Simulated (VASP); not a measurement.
Input of a VASP 6.6.1 run:

File INCAR:

```
SYSTEM = SnTe
PREC = Accurate
ENCUT = 520
EDIFF = 1E-6
ISMEAR = 0
SIGMA = 0.05
LREAL = .False.
LASPH = .True.
NELM = 60
ALGO = Normal
ISIF = 2
LWAVE = .False.
LCHARG = .True.
GGA = PE
LELF = .True.
LVHAR = .True.
NBANDS = 17
```

KPOINTS

```
regular mesh
0
Gamma
  10 10 10
  0 0 0
```

The input POSCAR:

```
SnTe
1.0
    0.0000000000      3.1565000000      3.1565000000
    3.1565000000      0.0000000000      3.1565000000
    3.1565000000      3.1565000000      0.0000000000
Sn Te
1 1
Direct
    0.0237604942     -0.0237604942      0.0237604942
    0.5000000000      0.5000000000      0.5000000000
```

Potentials or basis: VASP PAW PBE potentials, release 64 (Sn_d, Te).

Command:

```bash
$ cat potpaw_PBE.64/Sn_d/POTCAR potpaw_PBE.64/Te/POTCAR > POTCAR
$ mpirun -np 1 vasp_std > vasp.out
```

**Question.** What does it give for the largest force?

**Answer.** 0.104 eV/Å.

**Question.** Predict the band gap on the k mesh.

**Answer.** 0.40 eV, direct.

**Question.** Estimate the pressure.

**Answer.** 2.3 GPa.

Forces in eV/Å, atoms in the order of the input:
```
Sn   0.000 -0.104  0.000
Te   0.000  0.104  0.000
```

Caveat: the cell differs from its parent crystal (one atom moved); spin-orbit coupling is left out, which moves the levels of the heavy elements. A k mesh can miss the band edges.
